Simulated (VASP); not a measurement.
# WC (P-6m2) in VASP: further runs, part 2 of 2

VASP 6.6.1. The steps go on from the part before.

### 5 Single point, PBEsol (10.10 Å³/atom)

This run uses another cell than the first one, of 10.10 Å³/atom.

Contents of INCAR:

```
  PREC = Accurate
  ENCUT = 520
  EDIFF = 1E-6
  ISMEAR = -1
  SIGMA = 0.05
  LREAL = F
  LASPH = T
  NELM = 100
  ALGO = Normal
  ISIF = 2
  LWAVE = F
  LCHARG = F
  GGA = PS
  NBANDS = 16
```

Contents of KPOINTS:

```
regular mesh
0
Gamma
  14 14 13
```

Contents of POSCAR:

```
WC
1.0
    2.8810343969      0.0000000000      0.0000000000
   -1.4405171984      2.4950489769      0.0000000000
    0.0000000000      0.0000000000      2.8100128507
W C
1 1
Direct
    0.0000000000      0.0000000000      0.0000000000
    0.6666666667      0.3333333333      0.5000000000
```

Potentials or basis: VASP PAW PBE potentials, release 64 (W_sv, C).

Run with:

```
$ cat potpaw_PBE.64/W_sv/POTCAR potpaw_PBE.64/C/POTCAR > POTCAR
$ mpirun -np 1 vasp_std > vasp.out
```

OUTCAR:

```text
PREC = Accurate
   ENCUT = 520
   EDIFF = 1E-6
   ISMEAR = -1
   LREAL = F
   LASPH = T
   NELM = 100
   ISIF = 2
   GGA = PS

 ion  position               nearest neighbor table
   1  0.000  0.000  0.000-   2 2.18   2 2.18   2 2.18   2 2.18   2 2.18   2 2.18
   2  0.667  0.333  0.500-   1 2.18   1 2.18   1 2.18   1 2.18   1 2.18   1 2.18

  LATTYP: Found a hexagonal cell.
 ALAT       =     2.8810343969
 C/A-ratio  =     0.9753485948

  Lattice vectors:

[... 642 lines left out ...]

------------------------ aborting loop because EDIFF is reached ----------------------------------------

  FORCE on cell =-STRESS in cart. coord.  units (eV):
  Direction    XX          YY          ZZ          XY          YZ          ZX
  --------------------------------------------------------------------------------------
  -------------------------------------------------------------------------------------
  Total        1.0873285      1.0873285      1.3293900      0.0000000     -0.0000000      0.0000000
  in kB       86.2453145     86.2453145    105.4452854      0.0000000     -0.0000000      0.0000000
  external PRESSURE =      92.6453048 kB  Pullay stress =       0.0000000 kB

 VOLUME and BASIS-vectors are now :
 -----------------------------------------------------------------------------
  energy-cutoff  :      520.00
  volume of cell :       20.20
      direct lattice vectors                 reciprocal lattice vectors
     2.881034397  0.000000000  0.000000000     0.347097557  0.200396868  0.000000000
    -1.440517198  2.495048977  0.000000000     0.000000000  0.400793736  0.000000000
     0.000000000  0.000000000  2.810012851     0.000000000  0.000000000  0.355870259

 POSITION                                       TOTAL-FORCE (eV/Angst)
 -----------------------------------------------------------------------------------
      0.00000      0.00000      0.00000         0.000000      0.000000      0.000000
      1.44052      0.83168      1.40501        -0.000000      0.000000      0.000000
 -----------------------------------------------------------------------------------
    total drift:                                0.000000     -0.000000      0.000000

  FREE ENERGIE OF THE ION-ELECTRON SYSTEM (eV)
  ---------------------------------------------------
  free  energy   TOTEN  =       -23.8884239502 eV

  energy  without entropy=      -23.8857705538  energy(sigma->0) =      -23.88709725
```

OSZICAR:

```text
N       E                     dE             d eps       ncg     rms          rms(c)
DAV:   1     0.110928237165E+03    0.11093E+03   -0.94100E+03  5392   0.126E+03
DAV:   2    -0.235128304306E+02   -0.13444E+03   -0.12985E+03  6312   0.340E+02
DAV:   3    -0.267731282354E+02   -0.32603E+01   -0.32481E+01  6064   0.502E+01
DAV:   4    -0.267899363165E+02   -0.16808E-01   -0.16807E-01  6840   0.404E+00
DAV:   5    -0.267900504270E+02   -0.11411E-03   -0.11411E-03  6104   0.319E-01    0.349E+01
DAV:   6    -0.239803194894E+02    0.28097E+01   -0.52029E+00  6536   0.249E+01    0.997E+00
DAV:   7    -0.239211935739E+02    0.59126E-01   -0.36114E-01  5560   0.462E+00    0.662E+00
DAV:   8    -0.238895463323E+02    0.31647E-01   -0.57096E-02  6072   0.189E+00    0.955E-01
DAV:   9    -0.238885566903E+02    0.98964E-03   -0.27611E-03  5976   0.378E-01    0.110E-01
DAV:  10    -0.238884260979E+02    0.13059E-03   -0.27998E-04  6560   0.199E-01    0.507E-02
DAV:  11    -0.238884246717E+02    0.14262E-05   -0.15451E-05  6120   0.365E-02    0.793E-03
DAV:  12    -0.238884239502E+02    0.72147E-06   -0.22686E-06  5336   0.122E-02
   1 F= -.23888424E+02 E0= -.23887097E+02  d E =-.265340E-02
```

stdout:

```text
POSCAR found type information on POSCAR W C
 POSCAR found :  2 types and       2 ions
 scaLAPACK will be used
 -----------------------------------------------------------------------------
|                                                                             |
|                                                                             |
|     You enforced a specific xc type in the INCAR file but a different       |
|     I HOPE YOU KNOW WHAT YOU ARE DOING!                                     |
|                                                                             |
 -----------------------------------------------------------------------------

 LDA part: xc-table for (Slater+PW92), standard interpolation
 POSCAR, INCAR and KPOINTS ok, starting setup
 FFT: planning ... GRIDC
 FFT: planning ... GRID_SOFT
 FFT: planning ... GRID
 WAVECAR not read
 entering main loop
```

Run time: 30 s. Hardware: 1 thread of Intel Xeon Platinum 8259CL at 2.50GHz (Skylake/Cascade Lake), shared host; peak memory 0.18 GiB.

Results:

```yaml
Free_energy: -23.8884 eV
Pressure: 9.3 GPa
Band_gap_on_the_k_mesh: zero (bands 9 and 10 overlap by 1.38 eV)
```

Levels at points of the mesh, in eV from the Fermi level:
| k point | band 7 | band 8 | band 9 | band 10 | band 11 | band 12 |
| --- | --- | --- | --- | --- | --- | --- |
| (0.00, 0.00, 0.00) | -3.45 | -3.45 | 0.13 | 3.35 | 3.35 | 5.81 |
| (0.50, 0.00, 0.00) | -3.73 | -3.72 | -0.46 | 2.42 | 4.70 | 5.08 |

Caveat: the cell stands under pressure; the PAW data sets were made with another functional, which shifts forces and pressure a little; spin-orbit coupling is left out, which moves the levels of the heavy elements.

### 6 Single point, PBEsol (10.20 Å³/atom)

This run uses another cell than the first one, of 10.20 Å³/atom.

Contents of INCAR:

```
SYSTEM = WC
PREC = Accurate
ENCUT = 520
EDIFF = 1E-6
ISMEAR = -1
SIGMA = 0.05
LREAL = .FALSE.
LASPH = .TRUE.
NELM = 80
ALGO = Normal
ISIF = 2
LWAVE = .FALSE.
LCHARG = .FALSE.
GGA = PS
NBANDS = 16
```

Contents of KPOINTS:

```
regular mesh
0
G
  14 14 13
  0 0 0
```

Contents of POSCAR:

```
WC
1.0
    2.8908006898      0.0000000000      0.0000000000
   -1.4454003449      2.5035068347      0.0000000000
    0.0000000000      0.0000000000      2.8195383909
W C
1 1
Direct
    0.0000000000      0.0000000000      0.0000000000
    0.6666666667      0.3333333333      0.5000000000
```

Potentials or basis: VASP PAW PBE potentials, release 64 (W_sv, C).

Run with:

```
$ cat potpaw_PBE.64/W_sv/POTCAR potpaw_PBE.64/C/POTCAR > POTCAR
$ mpirun -np 1 vasp_std > vasp.out
```

OUTCAR:

```text
SYSTEM = WC
   PREC = Accurate
   ENCUT = 520
   EDIFF = 1E-6
   ISMEAR = -1
   LREAL = .FALSE.
   LASPH = .TRUE.
   NELM = 80
   ISIF = 2
   GGA = PS

 ion  position               nearest neighbor table
   1  0.000  0.000  0.000-   2 2.18   2 2.18   2 2.18   2 2.18   2 2.18   2 2.18
   2  0.667  0.333  0.500-   1 2.18   1 2.18   1 2.18   1 2.18   1 2.18   1 2.18

  LATTYP: Found a hexagonal cell.
 ALAT       =     2.8908006898
 C/A-ratio  =     0.9753485949

  Lattice vectors:

 A1 = (   2.8908006898,   0.0000000000,   0.0000000000)
 A2 = (  -1.4454003449,   2.5035068347,   0.0000000000)
 A3 = (   0.0000000000,   0.0000000000,   2.8195383909)

Analysis of symmetry for initial positions (statically):
=====================================================================
 Subroutine PRICEL returns:
 Original cell was already a primitive cell.

 Routine SETGRP: Setting up the symmetry group for a
 hexagonal supercell.

 Subroutine GETGRP returns: Found 12 space group operations
 (whereof 12 operations were pure point group operations)
 out of a pool of 24 trial point group operations.

The static configuration has the point symmetry D_3h.

Analysis of symmetry for dynamics (positions and initial velocities):
=====================================================================
 Subroutine PRICEL returns:
 Original cell was already a primitive cell.

 Routine SETGRP: Setting up the symmetry group for a
 hexagonal supercell.

 Subroutine GETGRP returns: Found 12 space group operations
 (whereof 12 operations were pure point group operations)
 out of a pool of 24 trial point group operations.

The dynamic configuration has the point symmetry D_3h.

 Subroutine INISYM returns: Found 12 space group operations
 (whereof 12 operations are pure point group operations),
 and found     1 'primitive' translations

----------------------------------------------------------------------------------------

[... 110 lines left out ...]
   IMIX   =      4    mixing-type and parameters
     AMIX     =   0.40;   BMIX     =  1.00
     AMIX_MAG =   1.60;   BMIX_MAG =  1.00
  volume/ion in A,a.u.               =      10.20        68.85
  Fermi-wavevector in a.u.,A,eV,Ry     =   1.570064  2.966991 33.539734  2.465101
  Thomas-Fermi vector in A             =   2.671853
   LORBIT       =      0    0 simple, 1 ext, 2 COOP (PROOUT), +10 PAW based schemes
   GGA     = PS    functional components
   LHFCALC =     F    Hartree Fock is set to
   AEXX    =    0.0000 exact exchange contribution
   IVDW    =     0    specifies the selected vdW correction
   LEPSILON=     F    determine dielectric tensor
   LRPA    =     F    only Hartree local field effects (RPA)
 non-spin polarized calculation
  energy-cutoff  :      520.00
  volume of cell :       20.41
 maximum number of plane-waves:       574
 NGX is ok and might be reduce to    24
   NGX = 11   NGY = 11   NGZ = 11

 number of electron      18.0000001 magnetization

 Free energy of the ion-electron system (eV)
  ---------------------------------------------------
  ext. energy  EPLUGINS =         0.00000000
  ---------------------------------------------------
  free energy    TOTEN  =       -23.89759712 eV

  energy without entropy =      -23.89499040  energy(sigma->0) =      -23.89629376

 E-fermi :  11.1718     XC(G=0): -14.0214

 val. band max:       11.1602382386   @ k =   0.4286   0.0714   0.4615
 cond. band min:      11.2428027984   @ k =   0.1429  -0.0000   0.4615
 fundamental gap:      0.0825645598
 Fermi energy:        11.1718147147

 k-point     1 :       0.0000    0.0000    0.0000
  band No.  band energies     occupation
      1     -62.7244      2.00000
      2     -26.7108      2.00000
      3     -26.6023      2.00000
      4     -26.6023      2.00000
      5      -3.3847      2.00000
      6       6.7470      2.00000
[... 433 lines left out ...]
      3     -27.1358      2.00000
      4     -26.5769      2.00000
      5       0.8003      2.00000
      6       4.4601      2.00000
[... 8 lines left out ...]
     15      26.6529      0.00000
     16      27.6515      0.00000

 [... further k-points ...]

------------------------ aborting loop because EDIFF is reached ----------------------------------------

  FORCE on cell =-STRESS in cart. coord.  units (eV):
  Direction    XX          YY          ZZ          XY          YZ          ZX
  --------------------------------------------------------------------------------------
  -------------------------------------------------------------------------------------
  Total        0.5586957      0.5586957      0.7152500      0.0000000     -0.0000000      0.0000000
  in kB       43.8673073     43.8673074     56.1595369      0.0000000     -0.0000000      0.0000000
  external PRESSURE =      47.9647172 kB  Pullay stress =       0.0000000 kB

 VOLUME and BASIS-vectors are now :
 -----------------------------------------------------------------------------
  energy-cutoff  :      520.00
  volume of cell :       20.41
      direct lattice vectors                 reciprocal lattice vectors
     2.890800690  0.000000000  0.000000000     0.345924921  0.199719846  0.000000000
    -1.445400345  2.503506835  0.000000000     0.000000000  0.399439692  0.000000000
     0.000000000  0.000000000  2.819538391     0.000000000  0.000000000  0.354667985

 POSITION                                       TOTAL-FORCE (eV/Angst)
 -----------------------------------------------------------------------------------
      0.00000      0.00000      0.00000        -0.000000      0.000000      0.000000
      1.44540      0.83450      1.40977         0.000000     -0.000000      0.000000
 -----------------------------------------------------------------------------------
    total drift:                                0.000000     -0.000000      0.000000

  FREE ENERGIE OF THE ION-ELECTRON SYSTEM (eV)
  ---------------------------------------------------
  free  energy   TOTEN  =       -23.8975971184 eV

  energy  without entropy=      -23.8949904041  energy(sigma->0) =      -23.89629376
```

OSZICAR:

```text
N       E                     dE             d eps       ncg     rms          rms(c)
DAV:   1     0.108753354262E+03    0.10875E+03   -0.94408E+03  5392   0.126E+03
DAV:   2    -0.236040506864E+02   -0.13236E+03   -0.12816E+03  6344   0.339E+02
DAV:   3    -0.267855995367E+02   -0.31815E+01   -0.31700E+01  5968   0.499E+01
DAV:   4    -0.268015533086E+02   -0.15954E-01   -0.15953E-01  6984   0.396E+00
DAV:   5    -0.268016652929E+02   -0.11198E-03   -0.11198E-03  6016   0.316E-01    0.342E+01
DAV:   6    -0.239927359482E+02    0.28089E+01   -0.52503E+00  6552   0.249E+01    0.963E+00
DAV:   7    -0.239307718325E+02    0.61964E-01   -0.36904E-01  5584   0.466E+00    0.649E+00
DAV:   8    -0.238987318373E+02    0.32040E-01   -0.60488E-02  6096   0.195E+00    0.940E-01
DAV:   9    -0.238977407722E+02    0.99107E-03   -0.28054E-03  6016   0.388E-01    0.113E-01
DAV:  10    -0.238975989178E+02    0.14185E-03   -0.28734E-04  6560   0.201E-01    0.506E-02
DAV:  11    -0.238975978682E+02    0.10496E-05   -0.15167E-05  6144   0.362E-02    0.817E-03
DAV:  12    -0.238975971184E+02    0.74979E-06   -0.23382E-06  5376   0.123E-02
   1 F= -.23897597E+02 E0= -.23896294E+02  d E =-.260671E-02
```

Wall time 34 s (1 thread of Intel Xeon Platinum 8259CL at 2.50GHz (Skylake/Cascade Lake), shared host); peak memory 0.18 GiB.

What came out:

```
Free energy            : -23.8976 eV
Pressure               : 4.8 GPa
Band gap on the k mesh : zero (bands 9 and 10 overlap by 1.36 eV)
```

Caveat: the cell stands under pressure; the PAW data sets were made with another functional, which shifts forces and pressure a little; spin-orbit coupling is left out, which moves the levels of the heavy elements.

### 7 The runs side by side

| cell | gap on the mesh (eV) | pressure (GPa) |
| --- | --- | --- |
| a = 2.841, b = 2.841, c = 2.771 Å, angles 90.0, 90.0, 120.0°, 2 atoms | none | 29.7 |
| a = 2.861, b = 2.861, c = 2.791 Å, angles 90.0, 90.0, 120.0°, 2 atoms | none | 18.9 |
| a = 2.871, b = 2.871, c = 2.829 Å, angles 90.0, 90.0, 120.0°, 2 atoms | none | 8.8 |
| a = 2.881, b = 2.881, c = 2.810 Å, angles 90.0, 90.0, 120.0°, 2 atoms | none | 9.3 |
| a = 2.891, b = 2.891, c = 2.820 Å, angles 90.0, 90.0, 120.0°, 2 atoms | none | 4.8 |

Alike in all rows: task single point; level PBEsol; potentials or basis VASP PAW PBE potentials, release 64 (W_sv, C); no spin polarisation; k mesh 14 × 14 × 13; cutoff (eV) 520; smearing fermi-dirac 0.05 eV.

Caveats: the cell stands under pressure; the PAW data sets were made with another functional, which shifts forces and pressure a little; spin-orbit coupling is left out, which moves the levels of the heavy elements.

Absolute energies hang on the potentials; compare differences alone.
